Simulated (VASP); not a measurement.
Crystal: Mn2Al2Cu.

```
CELL_PARAMETERS angstrom
3.60053 0.00000 0.00000
0.00000 3.60053 0.00000
0.00000 0.00000 5.71145
ATOMIC_POSITIONS crystal
Mn 0.50000 0.50000 0.04121
Mn 0.00000 0.00000 0.53598
Al 0.50000 0.00000 0.86162
Al 0.00000 0.50000 0.86162
Cu 0.50000 0.50000 0.42508
```

The cell was generated, and may not be a known phase.

```yaml
Program: VASP 6.6.1
Task: relaxation of cell and atoms
Functional: PBE
Potentials_or_basis: VASP PAW PBE potentials, release 64 (Mn_pv, Al, Cu)
Cutoff: 600 eV
k_mesh: 6 × 6 × 4
Occupations: gaussian, width 0.1 eV
Spin: collinear spin, antiferromagnetic start
Starting_moments: "[-4.0, 4.0, 0.0, 0.0, 0.0] μB"
```

At the start: pressure 30.7 GPa; volume 14.81 Å³/atom.

Problem. How do energy, volume and symmetry change on relaxing?

Solution. Over 32 steps the energy falls by 935.1 meV/atom and the volume is 15.55 Å³/atom (+5.0 %); space group P4mm (No. 99, to 0.1 Å) before and after; moment 6.09 μB per cell.

Step by step:
```
step  energy change (eV)  largest force (eV/Å)  pressure (GPa)  volume (Å³)
   1              0.0000                6.9943           30.70        74.04
   2             -1.2505                2.6280          -10.03       108.73
   3             -2.6637                2.6370            0.42        91.05
   4             -2.7168                2.7089           -2.23        94.39
   5             -3.1578                1.4901           -3.39        93.58
   6             -3.5750                1.2724           -3.79        92.06
   7             -3.1161                1.9243            1.40        88.58
   8             -3.5956                1.0965           -3.47        91.23
   9             -3.8433                0.9922            1.51        83.75
  10             -3.8531                1.0087            2.01        83.17
  11             -4.0325                0.9082            0.61        82.62
  12             -4.0755                0.9955            0.44        82.21
  13             -4.1240                0.8638            0.54        82.37
  14             -4.2347                0.5172           -1.70        83.21
  15             -4.3002                0.4200           -3.92        84.25
  16             -4.3833                0.3461           -2.34        81.87
  17             -4.4636                0.7487            4.20        74.95
  18             -4.4720                0.5202            2.02        76.81
  19             -4.5234                0.4957            2.54        76.02
  20             -4.5733                0.5484            5.19        73.54
  21             -4.6216                0.4464            3.59        74.89
  22             -4.6377                0.3269            2.02        76.49
  23             -4.6586                0.2320            0.86        77.23
  24             -4.6701                0.1098           -0.93        78.76
  25             -4.6709                0.1372           -0.54        78.43
  26             -4.6730                0.0871           -0.27        78.14
  27             -4.6742                0.0514            0.25        77.62
  28             -4.6743                0.0538            0.20        77.72
  29             -4.6747                0.0512            0.02        77.81
  30             -4.6749                0.0492           -0.19        77.97
  31             -4.6752                0.0417           -0.15        77.90
  32             -4.6754                0.0304            0.00        77.77
```

Final structure:
```
Mn Al Cu
1.0
     3.86264    0.00000    0.00000
     0.00000    3.86264    0.00000
     0.00000    0.00000    5.21261
Mn Al Cu
2 2 1
Direct
  0.50000 0.50000 0.13473
  0.00000 0.00000 0.30853
  0.50000 0.00000 0.85530
  0.00000 0.50000 0.85530
  0.50000 0.50000 0.57165
```

Caveat: the highest band is partly filled, so the run has too few bands; the antiferromagnetic order is the one typed at the start, and another may lie lower.
